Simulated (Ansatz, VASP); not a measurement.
# SnSe2: VASP beside Ansatz

```
Sn Se
1.0
     3.81100    0.00000    0.00000
    -1.90550    3.30042    0.00000
     0.00000    0.00000    6.13700
Sn Se
1 2
Direct
  0.00000 0.00000 0.00000
  0.18117 0.59849 0.25000
  0.66667 0.33333 0.75000
```

Alike in both runs: task single point; functional PBE; k mesh 12 × 12 × 6; occupations gaussian, width 0.05 eV; no spin polarisation.

|  | VASP | Ansatz |
| --- | --- | --- |
| version | VASP 6.6.1 | Ansatz 0.2.0 |
| potentials or method | VASP PAW PBE potentials, release 64 (Sn_d, Se), cutoff 520 eV | scalar-relativistic, plane waves, PAW |
| valence electrons in the cell | 26 | 46 |

Ansatz gave:

| Item | Value |
| --- | --- |
| gap on the k mesh at the Fermi level (eV) | none |
| pressure (GPa) | 7.7 |
| traceless stress, the component that is largest in VASP (GPa) | 3.89 |
| rms of the force components (eV/Å) | 0.861 |

Q: Which values does VASP return?

A: gap on the k mesh at the Fermi level (eV): none; pressure (GPa): 7.8; traceless stress, the component that is largest in VASP (GPa): 3.90; rms of the force components (eV/Å): 0.868.

Atom by atom the forces differ by 0.009 eV/Å (rms over components). A gap of «none» marks a metal or a gap that the smearing closes. With one functional, cell and mesh, what is left measures potentials, basis and numerics. VASP's potentials hold 26 valence electrons a cell and Ansatz's 46, so a difference there can come from the potentials and not from the codes.
